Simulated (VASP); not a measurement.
The system is LaScF2.

```
La Sc F
1.0
     3.63791    0.00000    0.00000
    -1.81895    3.15052    0.00000
     0.00000    0.00000    7.65698
La Sc F
1 1 2
Direct
  0.00000 0.00000 0.50000
  0.00000 0.00000 0.00000
  0.00000 0.00000 0.25456
  0.00000 0.00000 0.74544
```

| Property | Result |
| --- | --- |
| Program | VASP 6.6.1 |
| Task | relaxation of cell and atoms |
| Functional | PBE |
| Potentials or basis | VASP PAW PBE potentials, release 64 (La, Sc_sv, F) |
| Cutoff | 600 eV |
| k mesh | 6 × 6 × 2 |
| Occupations | gaussian, width 0.1 eV |
| Spin | no spin polarisation |

At the start: pressure 28.1 GPa; volume 21.94 Å³/atom.

Where does the relaxation end?

Over 12 steps the energy falls by 856.9 meV/atom and the volume is 25.90 Å³/atom (+18.1 %); space group P6/mmm (No. 191, to 0.05 Å).

Step by step:
```
step  energy change (eV)  largest force (eV/Å)  pressure (GPa)  volume (Å³)
   1              0.0000                7.8996           28.08        87.76
   2              1.5238                1.7779          -13.75       137.86
   3             -3.1269                0.0132           -4.24       107.05
   4             -3.3118                0.0852           -2.51       104.30
   5             -3.4140                0.0379            1.40        99.86
   6             -3.4180                0.0711            0.56       100.67
   7             -3.4180                0.0619            0.82       100.41
   8             -3.4244                0.0041            0.34       101.81
   9             -3.4266                0.0747           -0.18       103.38
  10             -3.4265                0.0129            0.23       103.70
  11             -3.4274                0.0453            0.02       103.54
  12             -3.4275                0.0166            0.00       103.60
```

Final structure:
```
CELL_PARAMETERS angstrom
3.70702 0.00000 0.00000
-1.85351 3.21037 0.00000
0.00000 0.00000 8.70533
ATOMIC_POSITIONS crystal
La 0.00000 0.00000 0.50000
Sc 0.00000 0.00000 0.00000
F 0.00000 0.00000 0.23079
F 0.00000 0.00000 0.76921
```

Caveat: the k points lie up to 0.36 Å⁻¹ apart in the final cell; the volume moved by over 15 % at a fixed basis, so the end points are rough.
